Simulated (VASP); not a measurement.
Rh: single point with revPBE

The system is Rh.

```
Rh
1.0
     2.55089    0.00000    0.00000
     0.00000    2.55089    0.00000
     0.00000    0.00000    2.55089
Rh
1
Direct
  0.00000 0.00000 0.00000
```

- Program: VASP 6.6.1
- Task: single point
- Functional: revPBE
- Potentials or basis: VASP PAW PBE potentials, release 64 (Rh_pv)
- Cutoff: 520 eV
- k mesh: 13 × 13 × 13
- Occupations: fermi-dirac, width 0.1 eV
- Spin: no spin polarisation

```
Pressure : 0.0 GPa
```

Levels at points of the mesh, in eV from the Fermi level:
```
           k point  band 5  band 6  band 7  band 8  band 9  band 10  band 11  band 12
(0.00, 0.00, 0.00)   -4.91   -4.91    0.74    0.74    0.74    16.73    16.73    16.73
```

Wall time 17 s on 1 thread of Intel Xeon 8259CL, with other jobs on the host, peak memory 0.14 GiB.

Caveat: the PAW data sets were made with another functional, which shifts forces and pressure a little.
